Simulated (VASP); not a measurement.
# Ba (I4/mmm) in VASP: notebook, part 2 of 3

VASP 6.6.1. The steps go on from the part before.

**4. Single point, PBEsol**

File INCAR:

```
SYSTEM = Ba
PREC = Accurate
ENCUT = 520
EDIFF = 1E-6
ISMEAR = 0
SIGMA = 0.15
LREAL = .False.
LASPH = .True.
NELM = 100
ALGO = Fast
ISIF = 2
LWAVE = .False.
LCHARG = .True.
GGA = PS
LELF = .True.
LVHAR = .True.
NBANDS = 11
```

File KPOINTS:

```
regular mesh
0
Gamma
  16 16 16
  0 0 0
```

File POSCAR:

```
Ba
1.0
   -2.3525900722      2.3525900722      2.8231080866
    2.3525900722     -2.3525900722      2.8231080866
    2.3525900722      2.3525900722     -2.8231080866
Ba
1
Direct
    0.0000000000      0.0000000000      0.0000000000
```

Potentials or basis: VASP PAW PBE potentials, release 64 (Ba_sv).

Launch:

```bash
> cat potpaw_PBE.64/Ba_sv/POTCAR > POTCAR
> mpirun -np 1 vasp_std > vasp.out
```

OUTCAR:

```text
SYSTEM = Ba
   PREC = Accurate
   ENCUT = 520
   EDIFF = 1E-6
   ISMEAR = 0
   LREAL = .False.
   LASPH = .True.
   NELM = 100
   ISIF = 2
   GGA = PS

 ion  position               nearest neighbor table
   1  0.000  0.000  0.000-

  LATTYP: Found a body centered tetragonal cell.
 ALAT       =     4.7051801444
 C/A-ratio  =     1.2000000000

  Lattice vectors:

 A1 = (  -2.3525900722,   2.3525900722,   2.8231080866)
 A2 = (   2.3525900722,  -2.3525900722,   2.8231080866)
 A3 = (   2.3525900722,   2.3525900722,  -2.8231080866)

Analysis of symmetry for initial positions (statically):
=====================================================================
 Subroutine PRICEL returns:
 Original cell was already a primitive cell.

 Routine SETGRP: Setting up the symmetry group for a
 body centered tetragonal supercell.

 Subroutine GETGRP returns: Found 16 space group operations
 (whereof 16 operations were pure point group operations)
 out of a pool of 16 trial point group operations.

The static configuration has the point symmetry D_4h.

Analysis of symmetry for dynamics (positions and initial velocities):
=====================================================================
 Subroutine PRICEL returns:
 Original cell was already a primitive cell.

 Routine SETGRP: Setting up the symmetry group for a
 body centered tetragonal supercell.

 Subroutine GETGRP returns: Found 16 space group operations
 (whereof 16 operations were pure point group operations)
 out of a pool of 16 trial point group operations.

The dynamic configuration has the point symmetry D_4h.

 Subroutine INISYM returns: Found 16 space group operations
 (whereof 16 operations are pure point group operations),
 and found     1 'primitive' translations

----------------------------------------------------------------------------------------

                                     Primitive cell

  volume of cell :      62.5000

  direct lattice vectors                    reciprocal lattice vectors
    -2.352590072  2.352590072  2.823108087     0.000000000  0.212531714  0.177109762
     2.352590072 -2.352590072  2.823108087     0.212531714  0.000000000  0.177109762
     2.352590072  2.352590072 -2.823108087     0.212531714  0.212531714  0.000000000

  length of vectors
     4.363404561  4.363404561  4.363404561     0.276654292  0.276654292  0.300565232

  position of ions in fractional coordinates (direct lattice)
     0.000000000  0.000000000  0.000000000

  ion indices of the primitive-cell ions
   primitive index   ion index
                 1           1

----------------------------------------------------------------------------------------

 KPOINTS: regular mesh

Automatic generation of k-mesh.
 Grid dimensions read from file:
 generate k-points for:   16   16   16

 Generating k-lattice:

  Cartesian coordinates                     Fractional coordinates (reciprocal lattice)
     0.000000000  0.013283232  0.011069360     0.062500000  0.000000000  0.000000000
     0.013283232  0.000000000  0.011069360     0.000000000  0.062500000  0.000000000
     0.013283232  0.013283232  0.000000000     0.000000000  0.000000000  0.062500000

  Length of vectors
     0.017290893  0.017290893  0.018785327

  Shift w.r.t. Gamma in fractional coordinates (k-lattice)
     0.000000000  0.000000000  0.000000000

 Subroutine IBZKPT returns following result:
 ===========================================

 Found    349 irreducible k-points:

 Following reciprocal coordinates:
            Coordinates               Weight
  0.000000  0.000000  0.000000      1.000000
  0.062500  0.000000  0.000000      8.000000
  0.125000  0.000000  0.000000      8.000000
  0.187500  0.000000  0.000000      8.000000
  0.250000  0.000000  0.000000      8.000000
  0.312500  0.000000  0.000000      8.000000
[... 16 lines left out ...]
 -0.125000  0.062500  0.000000     16.000000
 -0.062500  0.062500  0.000000      4.000000
 [... further k-points ...]
   k-points           NKPTS =    349   k-points in BZ     NKDIM =    349   number of bands    NBANDS=     11
   number of dos      NEDOS =    301   number of ions     NIONS =      1
   total plane-waves  NPLWV =  32768
   dimension x,y,z NGX =    32 NGY =   32 NGZ =   32
   dimension x,y,z NGXF=    64 NGYF=   64 NGZF=   64
   ions per type =               1
   NGX,Y,Z   is equivalent  to a cutoff of  12.19, 12.19, 12.19 a.u.
   NGXF,Y,Z  is equivalent  to a cutoff of  24.38, 24.38, 24.38 a.u.
 SYSTEM =  Ba
   PREC   = accura    normal or accurate (medium, high low for compatibility)
   ISTART =      0    job   : 0-new  1-cont  2-samecut
   ICHARG =      2    charge: 1-file 2-atom 10-const
   ISPIN  =      1    spin polarized calculation?
   LNONCOLLINEAR =      F non collinear calculations
   LSORBIT =      F    spin-orbit coupling
   LASPH  =      T    aspherical Exc in radial PAW
   ENCUT  =  520.0 eV  38.22 Ry    6.18 a.u.   8.11  8.11  8.11*2*pi/ulx,y,z
   NELM   =    100;   NELMIN=  2; NELMDL= -5     # of ELM steps
   EDIFF  = 0.1E-05   stopping-criterion for ELM
   LREAL  =      F    real-space projection
   EDIFFG = 0.1E-04   stopping-criterion for IOM
   NSW    =      0    number of steps for IOM
   IBRION =     -1    ionic relax: 0-MD 1-quasi-New 2-CG
   NFREE  =      0    steps in history (QN), initial steepest desc. (CG)
   ISIF   =      2    stress and relaxation
   ISYM   =      2    0-nonsym 1-usesym 2-fastsym
   POTIM  = 0.5000    time-step for ionic-motion
   TEBEG  =    0.0;   TEEND  =   0.0 temperature during run
   PSTRESS=    0.0 pullay stress
   NELECT =      10.0000    total number of electrons
   NUPDOWN=      -1.0000    fix difference up-down
   EMIN   =  10.00;   EMAX   =-10.00  energy-range for DOS
   EFERMI =   0.00;   METHOD = LEGACY
   ISMEAR =     0;   SIGMA  =   0.15  broadening in eV -4-tet -1-fermi 0-gaus
   EFERMI_NEDOS =   21; number of points for ismear=-14 and -15
   IALGO  =     68    algorithm
   IMIX   =      4    mixing-type and parameters
     AMIX     =   0.40;   BMIX     =  1.00
     AMIX_MAG =   1.60;   BMIX_MAG =  1.00
  volume/ion in A,a.u.               =      62.50       421.77
  Fermi-wavevector in a.u.,A,eV,Ry     =   0.888754  1.679501 10.747016  0.789883
  Thomas-Fermi vector in A             =   2.010225
   LORBIT       =      0    0 simple, 1 ext, 2 COOP (PROOUT), +10 PAW based schemes
   GGA     = PS    functional components
   LHFCALC =     F    Hartree Fock is set to
   AEXX    =    0.0000 exact exchange contribution
   IVDW    =     0    specifies the selected vdW correction
   LEPSILON=     F    determine dielectric tensor
   LRPA    =     F    only Hartree local field effects (RPA)
 non-spin polarized calculation
 RMM-DIIS sequential band-by-band and
 Gauss-broadening in eV      SIGMA  =   0.15
  energy-cutoff  :      520.00
  volume of cell :       62.50
 maximum number of plane-waves:      1738
   NGX = 17   NGY = 17   NGZ = 17

 number of electron      10.0000000 magnetization

 Free energy of the ion-electron system (eV)
  ---------------------------------------------------
  ext. energy  EPLUGINS =         0.00000000
  ---------------------------------------------------
  free energy    TOTEN  =        -2.13794523 eV

  energy without entropy =       -2.12252330  energy(sigma->0) =       -2.13023426

 E-fermi :   1.5916     XC(G=0):  -7.5317

 val. band max:        1.5881544362   @ k =  -0.3750  -0.4375   0.1250
 cond. band min:       1.5931590881   @ k =  -0.3750  -0.3750   0.0625
 fundamental gap:      0.0050046520
 Fermi energy:         1.5915853503

 k-point     1 :       0.0000    0.0000    0.0000
  band No.  band energies     occupation
      1     -27.2760      2.00000
      2     -12.2053      2.00000
      3     -12.2037      2.00000
      4     -12.2037      2.00000
      5      -1.2119      2.00000
      6       3.2026      0.00000
      7       3.2026      0.00000
      8       4.0241      0.00000
      9       4.1817      0.00000
     10       5.3278      0.00000
     11       7.8166      0.00000
[... 309 lines left out ...]
 k-point    24 :      -0.0625    0.0625    0.0000
  band No.  band energies     occupation
      1     -27.2741      2.00000
      2     -12.2228      2.00000
      3     -12.2125      2.00000
      4     -12.2064      2.00000
      5      -1.1272      2.00000
      6       3.1074      0.00000
      7       3.2776      0.00000
      8       4.0538      0.00000
      9       4.1025      0.00000
     10       5.2371      0.00000
     11       8.0079      0.00000

 [... further k-points ...]

------------------------ aborting loop because EDIFF is reached ----------------------------------------

  FORCE on cell =-STRESS in cart. coord.  units (eV):
  Direction    XX          YY          ZZ          XY          YZ          ZX
  --------------------------------------------------------------------------------------
  -------------------------------------------------------------------------------------
  Total       -0.1477942     -0.1477942     -0.2501404      0.0000000     -0.0000000     -0.0000000
  in kB       -3.7886814     -3.7886814     -6.4123077      0.0000000     -0.0000000     -0.0000000
  external PRESSURE =      -4.6632235 kB  Pullay stress =       0.0000000 kB

 VOLUME and BASIS-vectors are now :
 -----------------------------------------------------------------------------
  energy-cutoff  :      520.00
  volume of cell :       62.50
      direct lattice vectors                 reciprocal lattice vectors
    -2.352590072  2.352590072  2.823108087     0.000000000  0.212531714  0.177109762
     2.352590072 -2.352590072  2.823108087     0.212531714  0.000000000  0.177109762
     2.352590072  2.352590072 -2.823108087     0.212531714  0.212531714  0.000000000

 POSITION                                       TOTAL-FORCE (eV/Angst)
 -----------------------------------------------------------------------------------
      0.00000      0.00000      0.00000         0.000000     -0.000000     -0.000000
 -----------------------------------------------------------------------------------
    total drift:                                0.000000      0.000000     -0.000000

  FREE ENERGIE OF THE ION-ELECTRON SYSTEM (eV)
  ---------------------------------------------------
  free  energy   TOTEN  =        -2.1379452265 eV

  energy  without entropy=       -2.1225232986  energy(sigma->0) =       -2.13023426
```

OSZICAR:

```text
N       E                     dE             d eps       ncg     rms          rms(c)
DAV:   1     0.539835723793E+02    0.53984E+02   -0.42626E+03  7678   0.751E+02
DAV:   2     0.541441911606E+00   -0.53442E+02   -0.52080E+02  9284   0.137E+02
DAV:   3    -0.205919462350E+01   -0.26006E+01   -0.25825E+01  9926   0.311E+01
DAV:   4    -0.213783135368E+01   -0.78637E-01   -0.78505E-01 10041   0.496E+00
DAV:   5    -0.213996201971E+01   -0.21307E-02   -0.21304E-02 10276   0.652E-01    0.158E+00
RMM:   6    -0.213859881244E+01    0.13632E-02   -0.26010E-03  8247   0.515E-01    0.947E-01
RMM:   7    -0.213770562070E+01    0.89319E-03   -0.62453E-03  9172   0.815E-01    0.377E-02
RMM:   8    -0.213792558957E+01   -0.21997E-03   -0.14990E-03 11118   0.164E-01    0.257E-02
RMM:   9    -0.213794253517E+01   -0.16946E-04   -0.12840E-04 11780   0.470E-02    0.174E-02
RMM:  10    -0.213794501612E+01   -0.24809E-05   -0.32443E-05 11252   0.409E-02    0.619E-03
RMM:  11    -0.213794522654E+01   -0.21042E-06   -0.63926E-06 10053   0.138E-02
   1 F= -.21379452E+01 E0= -.21302343E+01  d E =-.154219E-01
```

stdout:

```text
POSCAR found type information on POSCAR Ba
 POSCAR found :  1 types and       1 ions
 scaLAPACK will be used
 -----------------------------------------------------------------------------
|                                                                             |
|                                                                             |
|     You enforced a specific xc type in the INCAR file but a different       |
|     I HOPE YOU KNOW WHAT YOU ARE DOING!                                     |
|                                                                             |
 -----------------------------------------------------------------------------

 LDA part: xc-table for (Slater+PW92), standard interpolation
 POSCAR, INCAR and KPOINTS ok, starting setup
 FFT: planning ... GRIDC
 FFT: planning ... GRID_SOFT
 FFT: planning ... GRID
 WAVECAR not read
 entering main loop
```

Run time: 53 s. Hardware: 1 thread of Intel Xeon 6975P-C (Granite Rapids), shared host; peak memory 0.36 GiB.

What came out:

| Quantity | Value |
| --- | --- |
| Free energy | -2.1379 eV |
| Pressure | -0.5 GPa |
| Band gap on the k mesh | zero (band 5 reaches 1.87 eV, above the bottom of band 6 at 1.20 eV) |

Stress tensor (GPa, compression positive):
```
-0.38  0.00  0.00
 0.00 -0.38  0.00
 0.00  0.00 -0.64
```

Levels at points of the mesh, in eV from the Fermi level:
```csv
k point,band 2,band 3,band 4,band 5,band 6,band 7,band 8,band 9
"(0.00, 0.00, 0.00)",-13.80,-13.80,-13.80,-2.80,1.61,1.61,2.43,2.59
"(0.50, 0.00, 0.00)",-14.28,-13.91,-13.81,-0.97,1.10,1.12,2.31,4.12
"(0.50, 0.50, 0.00)",-14.25,-13.98,-13.87,-0.88,0.05,1.67,4.16,4.36
"(0.50, 0.50, 0.50)",-14.22,-14.05,-14.05,-0.72,-0.39,3.08,4.59,4.89
```

Caveat: the PAW data sets were made with another functional, which shifts forces and pressure a little; spin-orbit coupling is left out, which moves the levels of the heavy elements.

(Continued in part 3 of 3.)
